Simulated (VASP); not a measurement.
Input of a VASP 6.6.1 run:

File POSCAR:

```
GaP
1.0
    0.0000000000      2.7252500000      2.7252500000
    2.7252500000      0.0000000000      2.7252500000
    2.7252500000      2.7252500000      0.0000000000
Ga P
1 1
Direct
    0.0000000000      0.0000000000      0.0000000000
    0.7500000000      0.7500000000      0.7500000000
```

The input INCAR.step1:

```
  PREC = Accurate
  ENCUT = 600
  ISMEAR = 0
  SIGMA = 0.01
  LREAL = F
  LASPH = T
  NELM = 60
  GGA = PE
  ALGO = Normal
  EDIFF = 1E-4
  LWAVE = T
  LCHARG = F
```

Contents of INCAR.step2:

```
  PREC = Accurate
  ENCUT = 600
  EDIFF = 1E-7
  ISMEAR = 0
  SIGMA = 0.01
  LREAL = F
  LASPH = T
  NELM = 60
  ALGO = Normal
  ISIF = 3
  LWAVE = F
  LCHARG = F
  METAGGA = R2SCAN
  LMIXTAU = T
  IVDW = 13
  VDW_S6 = 1.0
  VDW_S8 = 0.6018749
  VDW_A1 = 0.51559235
  VDW_A2 = 5.77342911
  IBRION = 2
  NSW = 100
  EDIFFG = -0.002
  ISTART = 1
```

KPOINTS

```
Automatic mesh
0
Gamma
  12 12 12
```

Potentials or basis: VASP PAW PBE potentials, release 64 (Ga_d, P).

Launch:

```console
$ cat potpaw_PBE.64/Ga_d/POTCAR potpaw_PBE.64/P/POTCAR > POTCAR
$ cp INCAR.step1 INCAR
$ mpirun -np 1 vasp_std > vasp.out
$ cp INCAR.step2 INCAR
$ mpirun -np 1 vasp_std > vasp.out
```

Question: What does it give for the relaxed volume?

Answer: 20.00 Å³/atom.

Question: Estimate the relaxed cell.

Answer: a = 3.839 Å, b = 3.839 Å, c = 3.839 Å, α = 60.00°, β = 60.00°, γ = 60.00°.

Final structure:
```
Ga P
1.0
     0.00000    2.71450    2.71450
     2.71450    0.00000    2.71450
     2.71450    2.71450    0.00000
Ga P
1 1
Cartesian
  0.0000 0.0000 0.0000
  4.0717 4.0717 4.0717
```

Caveat: the PAW data sets were made with another functional, which shifts forces and pressure a little.
